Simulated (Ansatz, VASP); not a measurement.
**CO2 in VASP and in Ansatz**

Contents of INCAR:

```
PREC     = Accurate       # precision mode
ENCUT    = 600            # plane-wave cutoff, eV
EDIFF    = 1E-7           # SCF threshold, eV
ISMEAR   = 0              # smearing method
SIGMA    = 0.1            # smearing width, eV
LREAL    = False          # projectors in reciprocal space
LASPH    = True           # aspherical terms in the spheres
NELM     = 150            # most SCF steps
ALGO     = Normal         # electronic algorithm
ISIF     = 3              # what is computed and relaxed
LWAVE    = False          # write WAVECAR
LCHARG   = False          # write CHGCAR
ISPIN    = 2              # spin polarisation
MAGMOM   = -0.26 -0.26 1.21 1.21 1.21 1.21 # initial moments
LORBIT   = 11             # projections on sites
GGA      = PE             # functional
IBRION   = 2              # ionic algorithm
NSW      = 90             # ionic steps
EDIFFG   = -0.04          # ionic threshold
```

The input KPOINTS:

```
regular mesh
0
Gamma
  6 6 4
```

Contents of POSCAR:

```
CO2
1.0
    3.7327807581      0.0000000000      0.0000000000
    0.0000000000      3.7327807581      0.0000000000
    0.0000000000      0.0000000000      5.3737676885
C O
2 4
Direct
    0.0000000000      0.0000000000      0.0000000000
    0.5000000000      0.5000000000      0.5000000000
    0.0000000000      0.5000000000      0.2030000000
    0.0000000000      0.5000000000      0.7030000000
    0.5000000000      0.0000000000      0.2970000000
    0.5000000000      0.0000000000      0.7970000000
```

Input for Ansatz:

```yaml
crystal:
  lattice:
    - [3.7327807581, 0.0, 0.0]
    - [0.0, 3.7327807581, 0.0]
    - [0.0, 0.0, 5.3737676885]
  atoms:
    - { symbol: C, position: [0.0, 0.0, 0.0], spin: -0.26 }
    - { symbol: C, position: [0.5, 0.5, 0.5], spin: -0.26 }
    - { symbol: O, position: [0.0, 0.5, 0.203], spin: 1.21 }
    - { symbol: O, position: [0.0, 0.5, 0.703], spin: 1.21 }
    - { symbol: O, position: [0.5, 0.0, 0.297], spin: 1.21 }
    - { symbol: O, position: [0.5, 0.0, 0.797], spin: 1.21 }
basis:
  ecutwfc: 420
kpoints:
  mp_grid: { grid: [6, 6, 4] }
hamiltonian:
  xc: pbe
scf:
  occupations: { method: gaussian, width: 0.1 }
  lower_state_search: "off"
output:
  forces: true
  stress: true
  eigenvalues: true
  populations: true
magnetization:
  spin_polarized: true
relax:
  adjacent_minimum: "off"
  f_tol: 0.04
  max_steps: 70
  cell: { stress_tol: 0.4 }
```

Alike in both runs: task relaxation of cell and atoms; functional PBE; k mesh 6 × 6 × 4; occupations gaussian, width 0.1 eV; collinear spin.

|  | VASP | Ansatz |
| --- | --- | --- |
| version | VASP 6.6.1 | Ansatz 0.2.0 |
| potentials or method | VASP PAW PBE potentials, release 64 (C, O), cutoff 600 eV | scalar-relativistic, plane waves, PAW |
| valence electrons in the cell | 32 | 32 |

```csv
,VASP,Ansatz,Ansatz less VASP
"gap on the k mesh at the Fermi level, each at its own relaxed structure (eV)",3.76,3.93,+0.172
net moment per atom (μB),0.00,0.00,0.000
relaxed volume (Å³/atom),6.95,9.14,+2.194
relaxed cell length with the largest relative difference (Å),7.532,10.065,+2.5331
```

One of these differences is far larger than is usual between the two programs; its cause wasn't traced. Ansatz's warnings: seeded moment not kept.

Noted on VASP's run: the volume moved by over 15 % at a fixed basis, so the end points are rough.
